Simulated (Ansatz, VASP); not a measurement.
## One calculation of Bi2TeSe2, two programs

```xyz
5
Lattice="2.0601 1.1894 9.4210 -2.0601 1.1894 9.4210 0.0000 -2.3788 9.4210" Properties=species:S:1:pos:R:3 pbc="T T T"
Bi    0.0000    0.0000   11.2503
Bi    0.0000    0.0000   17.0126
Te    0.0000    0.0000    0.0000
Se    0.0000    0.0000    5.9804
Se    0.0000    0.0000   22.2825
```

Change from the starting cell: strain -0.015 along x and y, -0.030 along z, atoms carried along.

Alike in both runs: task single point; functional r2SCAN; k mesh 6 × 6 × 6; occupations gaussian, width 0.05 eV; no spin polarisation.

```csv
,VASP,Ansatz
version,VASP 6.6.1,Ansatz 0.2.0
potentials or method,"VASP PAW PBE potentials, release 64 (Bi_d, Te, Se), cutoff 520 eV","scalar-relativistic, plane waves, PAW"
valence electrons in the cell,48,78
```

VASP gave:

| Property | Result |
| --- | --- |
| gap on the k mesh at the Fermi level (eV) | 0.67 |
| least direct gap on the mesh (eV) | 0.67 |
| pressure (GPa) | 8.9 |
| traceless stress, the component that is largest in VASP (GPa) | 0.82 |
| rms of the force components (eV/Å) | 0.789 |

Question: What did Ansatz give for the same quantities?

Answer: gap on the k mesh at the Fermi level (eV): 0.67; least direct gap on the mesh (eV): 0.67; pressure (GPa): 8.9; traceless stress, the component that is largest in VASP (GPa): 0.82; rms of the force components (eV/Å): 0.790.

VASP's potentials were made for PBE, not for r2SCAN. Atom by atom the forces differ by 0.005 eV/Å (rms over components). VASP's potentials hold 48 valence electrons a cell and Ansatz's 78, so a difference there can come from the potentials and not from the codes.

Neither program's run includes spin-orbit coupling.
